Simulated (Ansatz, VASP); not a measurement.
## Two plane-wave programs on BaTe

Contents of INCAR:

```
  PREC = Accurate
  ENCUT = 520
  EDIFF = 1E-6
  ISMEAR = 0
  SIGMA = 0.05
  LREAL = False
  LASPH = True
  NELM = 80
  ALGO = Normal
  ISIF = 2
  LWAVE = False
  LCHARG = False
  NBANDS = 15
```

File KPOINTS:

```
regular mesh
0
Gamma
  8 8 8
```

File POSCAR:

```
BaTe
1.0
    4.1166807260      0.0000000000      0.0000000000
    0.0000000000      4.1166807260      0.0000000000
    0.0000000000      0.0000000000      3.8079296716
Ba Te
1 1
Direct
    0.0000000000      0.0000000000      0.0000000000
    0.5000000000      0.5000000000      0.5000000000
```

Input for Ansatz:

```yaml
crystal:
  lattice:
    - [4.116680726, 0.0, 0.0]
    - [0.0, 4.116680726, 0.0]
    - [0.0, 0.0, 3.8079296716]
  atoms:
    - { symbol: Ba, position: [0.0, 0.0, 0.0] }
    - { symbol: Te, position: [0.5, 0.5, 0.5] }
basis:
  ecutwfc: 420
kpoints:
  mp_grid: { grid: [8, 8, 8] }
hamiltonian:
  xc: lda
scf:
  occupations: { method: gaussian, width: 0.05 }
output:
  forces: true
  stress: true
  eigenvalues: true
```

Change from the starting cell: strain -0.0750 x Voigt [0, 0, 1, 0, 0, 0], atoms carried along.

Alike in both runs: task single point; functional LDA; k mesh 8 × 8 × 8; occupations gaussian, width 0.05 eV; no spin polarisation.

|  | VASP | Ansatz |
| --- | --- | --- |
| version | VASP 6.6.1 | Ansatz 0.2.0 |
| potentials or method | VASP PAW LDA potentials, release 64 (Ba_sv, Te), cutoff 520 eV | scalar-relativistic, plane waves, PAW |
| valence electrons in the cell | 16 | 26 |

Ansatz gave:

| Property | Result |
| --- | --- |
| gap on the k mesh at the Fermi level (eV) | none |
| pressure (GPa) | 3.5 |
| traceless stress, the component that is largest in VASP (GPa) | 4.24 |

Task: What did VASP give for the same quantities?

Result: gap on the k mesh at the Fermi level (eV): none; pressure (GPa): 4.4; traceless stress, the component that is largest in VASP (GPa): 4.04.

LDA's correlation is that of Perdew and Zunger in VASP and of Perdew and Wang (1992) in Ansatz. A gap of «none» marks a metal or a gap that the smearing closes. VASP's potentials hold 16 valence electrons a cell and Ansatz's 26, so a difference there can come from the potentials and not from the codes.

Neither program's run includes spin-orbit coupling.
